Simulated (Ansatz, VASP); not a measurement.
## SrO in VASP and in Ansatz

INCAR

```
SYSTEM = SrO
ALGO     = Normal         ! electronic algorithm
EDIFF    = 1E-7           ! SCF threshold, eV
ENCUT    = 520            ! plane-wave cutoff, eV
ISIF     = 2              ! what is computed and relaxed
ISMEAR   = -1             ! smearing method
LASPH    = .True.         ! aspherical terms in the spheres
LCHARG   = .False.        ! write CHGCAR
LREAL    = .False.        ! projectors in reciprocal space
LWAVE    = .False.        ! write WAVECAR
NBANDS   = 15             ! bands
NELM     = 60             ! most SCF steps
PREC     = Accurate       ! precision mode
SIGMA    = 0.02           ! smearing width, eV
```

Contents of KPOINTS:

```
k-points
0
Gamma
  8 8 8
  0 0 0
```

File POSCAR:

```
SrO
1.0
    0.0770940000      2.6083470000      2.6083470000
    2.6083470000      0.0770940000      2.6083470000
    2.6083470000      2.6083470000      0.0770940000
Sr O
1 1
Direct
    0.0000000000      0.0000000000      0.0000000000
    0.5000000000      0.5000000000      0.5000000000
```

Input for Ansatz:

```yaml
crystal:
  lattice:
    - [0.077094, 2.608347, 2.608347]
    - [2.608347, 0.077094, 2.608347]
    - [2.608347, 2.608347, 0.077094]
  atoms:
    - { symbol: Sr, position: [0.0, 0.0, 0.0] }
    - { symbol: O, position: [0.5, 0.5, 0.5] }
kpoints:
  mp_grid: { grid: [8, 8, 8] }
  band_path:
    path:
      - [0.0, 0.0, 0.0]
      - [0.5, 0.5, 0.5]
      - [0.2428775097, 0.5, 0.7571224903]
      - [-0.2428775097, 0.2428775097, 0.5]
      - [0.0, 0.0, 0.5]
      - [0.0, 0.0, 0.0]
      - [-0.3714387548, 0.0, 0.3714387548]
      - [0.0, 0.3714387548, 0.6285612452]
      - [0.0, 0.5, 0.5]
    npoints: 5
scf:
  occupations: { method: fermi_dirac, width: 0.02 }
hamiltonian:
  xc: lda
  pseudopotentials: { kind: all_electron, lapw: { basis_error: 0.00025 } }
output:
  forces: true
  stress: true
  eigenvalues: true
```

Change from the starting cell: equal xy, yz and zx shear strains of +3 %.

Alike in both runs: task single point; functional LDA; k mesh 8 × 8 × 8; occupations fermi-dirac, width 0.02 eV; no spin polarisation.

|  | VASP | Ansatz |
| --- | --- | --- |
| version | VASP 6.6.1 | Ansatz 0.2.0 |
| potentials or method | VASP PAW LDA potentials, release 64 (Sr_sv, O), cutoff 520 eV | all-electron LAPW, scalar-relativistic |

Ansatz gave:

| Item | Value |
| --- | --- |
| gap on the k mesh at the Fermi level (eV) | 3.11 |
| pressure (GPa) | -4.2 |
| traceless stress, the component that is largest in VASP (GPa) | -1.83 |

Task: Estimate VASP's values.

Result: gap on the k mesh at the Fermi level (eV): 3.05; pressure (GPa): -3.5; traceless stress, the component that is largest in VASP (GPa): -1.82.

LDA's correlation is that of Perdew and Zunger in VASP and of Perdew and Wang (1992) in Ansatz. Ansatz ran all-electron here, and VASP with PAW potentials.
